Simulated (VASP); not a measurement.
## AlRu: single point with PBE

Crystal: AlRu.

```xyz
2
Lattice="2.9916 0.0000 0.0000 0.0000 2.9916 0.0000 0.0000 0.0000 2.9019" Properties=species:S:1:pos:R:3 pbc="T T T"
Al    0.0000    0.0000    0.0000
Ru    1.4958    1.4958    1.4509
```

```
Program                : VASP 6.6.1
Task                   : single point
Functional             : PBE
Potentials or basis    : VASP PAW PBE potentials, release 64 (Al, Ru_pv)
Cutoff                 : 520 eV
k mesh                 : 12 × 12 × 12
Occupations            : methfessel-paxton, width 0.15 eV
Spin                   : no spin polarisation
Dipole correction      : no
Further INCAR settings : ALGO = Normal; EDIFF = 1e-07; NBANDS = 16
```

- Pressure: 9.5 GPa
- Band gap on the k mesh: zero (an odd number of electrons rules out a gap without spin polarisation)

Stress tensor (GPa, compression positive):
```
 7.45  0.00  0.00
 0.00  7.45  0.00
 0.00  0.00 13.62
```

Levels at points of the mesh, in eV from the Fermi level:
```tsv
k point	band 7	band 8	band 9	band 10	band 11	band 12
(0.00, 0.00, 0.00)	0.05	0.27	0.27	5.92	5.92	6.88
(0.50, 0.00, 0.00)	-1.79	-1.41	0.51	2.23	7.43	10.93
(0.50, 0.50, 0.00)	-1.50	-1.02	-1.02	1.48	5.23	6.41
(0.00, 0.00, 0.50)	-1.80	-1.80	0.37	2.78	7.41	10.93
(0.50, 0.00, 0.50)	-1.37	-1.27	-1.21	1.67	5.69	6.61
(0.50, 0.50, 0.50)	1.60	1.83	2.77	4.15	4.15	4.37
```

Run time: 70 s on 1 thread of Intel Xeon 8259CL, on a shared host, peak memory 0.2 GiB.

Caveat: the cell stands under pressure.
